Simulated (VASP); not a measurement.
Input of a VASP 6.6.1 run:

INCAR

```
SYSTEM = Li2Al3H9
PREC = Accurate
ENCUT = 520
EDIFF = 1E-6
ISMEAR = 0
SIGMA = 0.1
LREAL = .FALSE.
LASPH = .TRUE.
NELM = 100
ALGO = Normal
ISIF = 2
LWAVE = .FALSE.
LCHARG = .FALSE.
GGA = PE
NBANDS = 25
```

KPOINTS

```
Automatic mesh
0
G
  10 10 4
  0 0 0
```

POSCAR

```
Li2Al3H9
1.0
    3.6650060692      0.0000000000      0.0000000000
    0.0000000000      3.6650060692      0.0000000000
    0.0000000000      0.0000000000     11.0156808452
Li Al H
2 3 9
Direct
    0.5000000000      0.5000000000      0.7893468881
    0.5000000000      0.5000000000      0.2106531119
    0.0000000000      0.0000000000      0.6607555606
    0.0000000000      0.0000000000      0.0000000000
    0.0000000000      0.0000000000      0.3392444394
    0.5000000000      0.0000000000      0.6807790953
    0.5000000000      0.0000000000      0.0000000000
    0.5000000000      0.0000000000      0.3192209047
    0.0000000000      0.5000000000      0.6807790953
    0.0000000000      0.5000000000      0.0000000000
    0.0000000000      0.5000000000      0.3192209047
    0.0000000000      0.0000000000      0.8364392594
    0.0000000000      0.0000000000      0.1635607406
    0.0000000000      0.0000000000      0.5000000000
```

Potentials or basis: VASP PAW PBE potentials, release 64 (Li_sv, Al, H).

Launch:

```console
$ cat potpaw_PBE.64/Li_sv/POTCAR potpaw_PBE.64/Al/POTCAR potpaw_PBE.64/H/POTCAR > POTCAR
$ mpirun -np 1 vasp_std > vasp.out
```

Question: What does it give for the band gap on the k mesh?

Answer: Zero (band 12 reaches 4.84 eV, above the bottom of band 13 at 1.62 eV).

Forces on the atoms (eV/Å):
```
Li   0.000  0.000  0.000
Li   0.000  0.000  0.000
Al   0.000  0.000 -0.001
Al   0.000  0.000  0.000
Al   0.000  0.000  0.001
H    0.000  0.000 -0.002
H    0.000  0.000  0.000
H    0.000  0.000  0.002
H    0.000  0.000 -0.002
H    0.000  0.000  0.000
H    0.000  0.000  0.002
H    0.000  0.000  0.002
H    0.000  0.000 -0.002
H    0.000  0.000  0.000
```
